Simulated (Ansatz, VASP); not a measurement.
## Sb in VASP and in Ansatz

```
Sb
1.0
     6.08265    0.00000    0.00000
     0.00000    6.08265    0.00000
     0.00000    0.00000    3.27046
Sb
4
Direct
  0.25027 0.25089 0.50000
  0.74973 0.74911 0.50000
  0.74911 0.25027 0.50000
  0.25089 0.74973 0.50000
```

Alike in both runs: functional PBE; k mesh 4 × 4 × 4; occupations gaussian, width 0.1 eV; no spin polarisation.

Ansatz relaxed the structure, and its values are those at the end. VASP's run is a single point on that final structure, the one shown.

|  | VASP | Ansatz |
| --- | --- | --- |
| version | VASP 6.6.1 | Ansatz 0.2.0 |
| potentials or method | VASP PAW PBE potentials, release 64 (Sb), cutoff 520 eV | scalar-relativistic, plane waves, PAW |
| valence electrons in the cell | 20 | 60 |

Ansatz gave:

| Property | Result |
| --- | --- |
| gap on the k mesh at the Fermi level (eV) | none |
| pressure (GPa) | 0.1 |
| rms of the force components (eV/Å) | 0.024 |

**Question.** Estimate VASP's values.

**Answer.** gap on the k mesh at the Fermi level (eV): none; pressure (GPa): 0.0; rms of the force components (eV/Å): 0.024.

A gap of «none» marks a metal or a gap that the smearing closes. With one functional, cell and mesh, what is left measures potentials, basis and numerics. VASP's potentials hold 20 valence electrons a cell and Ansatz's 60, so a difference there can come from the potentials and not from the codes.

The k mesh is coarse, so the values compare programs but aren't converged. Spin-orbit coupling is off throughout.
